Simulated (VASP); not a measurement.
A run of VASP 6.6.1 is set up as follows.

File POSCAR:

```
BeZnSe2
1.0
    4.0014926213      0.0000000000      0.0000000000
    0.0000000000      4.0014926213      0.0000000000
    0.0000000000      0.0000000000      5.4659892865
Be Se Zn
1 2 1
Direct
    0.0000000000      0.0000000000      0.0000000000
    0.0000000000      0.5000000000      0.2263151676
    0.5000000000      0.0000000000      0.7736848324
    0.5000000000      0.5000000000      0.5000000000
```

INCAR.step1

```
PREC = Accurate
ENCUT = 520
EDIFF = 1E-5
ISMEAR = 0
SIGMA = 0.01
LREAL = F
LASPH = T
NELM = 120
ALGO = Normal
ISIF = 2
LWAVE = T
LCHARG = F
GGA = PE
NBANDS = 21
GGA_COMPAT = F
```

File INCAR.step2:

```
PREC = Accurate
ENCUT = 520
EDIFF = 1E-6
ISMEAR = 0
SIGMA = 0.01
LREAL = F
LASPH = T
NELM = 120
ALGO = Normal
ISIF = 2
LWAVE = F
LCHARG = F
GGA = PE
LHFCALC = T
HFSCREEN = 0.2079
PRECFOCK = Normal
ISTART = 1
NBANDS = 21
GGA_COMPAT = F
```

File KPOINTS:

```
Automatic mesh
0
Gamma
  4 4 4
```

Potentials or basis: VASP PAW PBE potentials, release 64 (Be, Se, Zn).

The run is started by

```console
$ cat potpaw_PBE.64/Be/POTCAR potpaw_PBE.64/Se/POTCAR potpaw_PBE.64/Zn/POTCAR > POTCAR
$ cp INCAR.step1 INCAR
$ mpirun -np 1 vasp_std > vasp.out
$ cp INCAR.step2 INCAR
$ mpirun -np 1 vasp_std > vasp.out
```

Q: Predict the band gap on the k mesh.

A: 3.06 eV.

Q: What does it give for the largest force?

A: 0.148 eV/Å.

Stress tensor (GPa, compression positive):
```
-6.03  0.00  0.00
 0.00 -6.03  0.00
 0.00  0.00 -3.84
```

Caveat: the cell differs from its parent crystal (biaxial xy strain +4.9%); the cell stands under tension; the PAW data sets were made with another functional, which shifts forces and pressure a little.
